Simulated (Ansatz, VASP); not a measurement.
**One calculation of MoS2, two programs**

```
S Mo
1.0
     3.16000    0.00000    0.00000
    -1.58000    2.73664    0.00000
     0.00000    0.00000   25.28000
S Mo
4 2
Direct
  0.66667 0.33333 0.31832
  0.66667 0.33333 0.44206
  0.33333 0.66667 0.55794
  0.33333 0.66667 0.68168
  0.33333 0.66667 0.38023
  0.66667 0.33333 0.61977
```

Alike in both runs: functional PBE; dispersion D3(BJ); k mesh 12 × 12 × 1; no spin polarisation.

Ansatz relaxed the structure, and its values are those at the end. VASP's run is a single point on that final structure, the one shown.

|  | VASP | Ansatz |
| --- | --- | --- |
| version | VASP 6.6.1 | Ansatz 0.2.0 |
| potentials or method | VASP PAW PBE potentials, release 64 (S, Mo_sv) | scalar-relativistic, plane waves, PAW |
| plane-wave cutoff (eV) | 520 | 420 |
| occupations | gaussian, width 0.01 eV | fixed |
| valence electrons in the cell | 52 | 52 |

Ansatz gave:

```
gap on the k mesh at the Fermi level (eV) : 1.20
least direct gap on the mesh (eV)         : 1.71
rms of the force components (eV/Å)        : 0.001
```

Task: Estimate VASP's values.

Result: gap on the k mesh at the Fermi level (eV): 1.21; least direct gap on the mesh (eV): 1.72; rms of the force components (eV/Å): 0.006.
